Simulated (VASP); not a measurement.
Wanted: the native input for a VASP 6.6.1 run.

```yaml
Task: single point
Functional: PBE
Potentials_or_basis: VASP PAW PBE potentials, release 64 (Co, Si)
Cutoff: 520 eV
k_mesh: 16 × 16 × 16
Occupations: fermi-dirac, width 0.1 eV
Spin: no spin polarisation
Dipole_correction: no
Further_INCAR_settings: ALGO = Normal; EDIFF = 1e-07; NBANDS = 16
```

The structure of CoSi2 (MoSi2 type) lies in POSCAR:

```
CoSi2
1.0
   -1.4617447554      1.4617447554      3.3537500244
    1.4617447554     -1.4617447554      3.3537500244
    1.4617447554      1.4617447554     -3.3537500244
Co Si
1 2
Direct
    0.0000000000      0.0000000000      0.0000000000
    0.3352142295      0.3352142295      0.0000000000
   -0.3352142295     -0.3352142295      0.0000000000
```

The input as run:

INCAR

```
  PREC = Accurate
  ENCUT = 520
  EDIFF = 1E-7
  ISMEAR = -1
  SIGMA = 0.1
  LREAL = False
  LASPH = True
  NELM = 80
  ALGO = Normal
  ISIF = 2
  LWAVE = False
  LCHARG = False
  GGA = PE
  NBANDS = 16
```

KPOINTS

```
Automatic mesh
0
Gamma
  16 16 16
```

Potentials or basis: VASP PAW PBE potentials, release 64 (Co, Si).

The run is started by

```console
$ cat potpaw_PBE.64/Co/POTCAR potpaw_PBE.64/Si/POTCAR > POTCAR
$ mpirun -np 1 vasp_std > vasp.out
```

It gave:

The pressure is 65.9 GPa.

Run time: 6.8 min on 1 thread of AMD EPYC 7R13 (shared host), peak memory 0.27 GiB.
